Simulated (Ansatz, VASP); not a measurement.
**N in VASP and in Ansatz**

```
N
1.0
     2.61415    0.00000    0.00000
    -1.30708    2.26392    0.00000
     0.00000    0.00000    2.48589
N
2
Direct
  0.66667 0.33333 0.25000
  0.33333 0.66667 0.75000
```

Alike in both runs: task relaxation of cell and atoms; functional PBEsol; k mesh 18 × 18 × 16; occupations gaussian, width 0.1 eV; no spin polarisation.

```csv
,VASP,Ansatz
version,VASP 6.6.1,Ansatz 0.2.0
potentials or method,"VASP PAW PBE potentials, release 64 (N), cutoff 600 eV","scalar-relativistic, plane waves, PAW"
valence electrons in the cell,10,10
```

Ansatz gave:

| Property | Result |
| --- | --- |
| gap on the k mesh at the Fermi level, each at its own relaxed structure (eV) | none |
| relaxed volume (Å³/atom) | 6.73 |
| relaxed length of the cell vector where the two differ most in proportion (Å) | 2.534 |

Task: Estimate VASP's values.

Result: gap on the k mesh at the Fermi level, each at its own relaxed structure (eV): none; relaxed volume (Å³/atom): 6.71; relaxed length of the cell vector where the two differ most in proportion (Å): 2.531.

VASP's potentials were made for PBE, not for PBEsol. A gap of «none» marks a metal or a gap that the smearing closes.
